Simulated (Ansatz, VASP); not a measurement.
## Two plane-wave programs on NaH

```xyz
2
Lattice="3.3083 0.0000 0.0000 -1.6542 2.8651 0.0000 0.0000 0.0000 3.0251" Properties=species:S:1:pos:R:3 pbc="T T T"
Na    0.0000    1.9101    1.5126
H     1.6542    0.9550    0.0000
```

Alike in both runs: functional PBE; k mesh 6 × 6 × 6; occupations gaussian, width 0.1 eV; no spin polarisation.

Ansatz relaxed the structure, and its values are those at the end. VASP's run is a single point on that final structure, the one shown.

|  | VASP | Ansatz |
| --- | --- | --- |
| version | VASP 6.6.1 | Ansatz 0.2.0 |
| potentials or method | VASP PAW PBE potentials, release 64 (Na_pv, H), cutoff 500 eV | scalar-relativistic, plane waves, PAW |
| valence electrons in the cell | 8 | 10 |

```tsv
	VASP	Ansatz	Ansatz less VASP
gap on the k mesh at the Fermi level (eV)	2.31	2.31	+0.003
least direct gap on the mesh (eV)	4.32	4.33	+0.005
pressure (GPa)	0.0	0.0	+0.06
```

VASP's potentials hold 8 valence electrons a cell and Ansatz's 10, so a difference there can come from the potentials and not from the codes.
